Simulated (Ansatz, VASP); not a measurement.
One calculation of C, two programs

```
C
1.0
     2.17697   -1.25689   -0.01097
     2.17697    1.25689   -0.01097
    -1.43089    0.00000    3.15685
C
2
Direct
  0.83338 0.83338 0.00015
  0.16662 0.16662 0.99985
```

Alike in both runs: task single point; functional LDA; k mesh 14 × 14 × 10; occupations gaussian, width 0.05 eV; no spin polarisation.

```csv
,VASP,Ansatz
version,VASP 6.6.1,Ansatz 0.2.0
potentials or method,"VASP PAW LDA potentials, release 64 (C), cutoff 520 eV","scalar-relativistic, plane waves, PAW"
valence electrons in the cell,8,8
```

Ansatz gave:

| Property | Result |
| --- | --- |
| gap on the k mesh at the Fermi level (eV) | 0.31 |
| least direct gap on the mesh (eV) | 0.31 |
| pressure (GPa) | -22.0 |
| traceless stress, the component that is largest in VASP (GPa) | 24.46 |
| rms of the force components (eV/Å) | 0.016 |

Which values does VASP return?

gap on the k mesh at the Fermi level (eV): 0.30; least direct gap on the mesh (eV): 0.30; pressure (GPa): -21.1; traceless stress, the component that is largest in VASP (GPa): 23.58; rms of the force components (eV/Å): 0.016.

LDA's correlation is that of Perdew and Zunger in VASP and of Perdew and Wang (1992) in Ansatz. Atom by atom the forces differ by 0.000 eV/Å (rms over components).
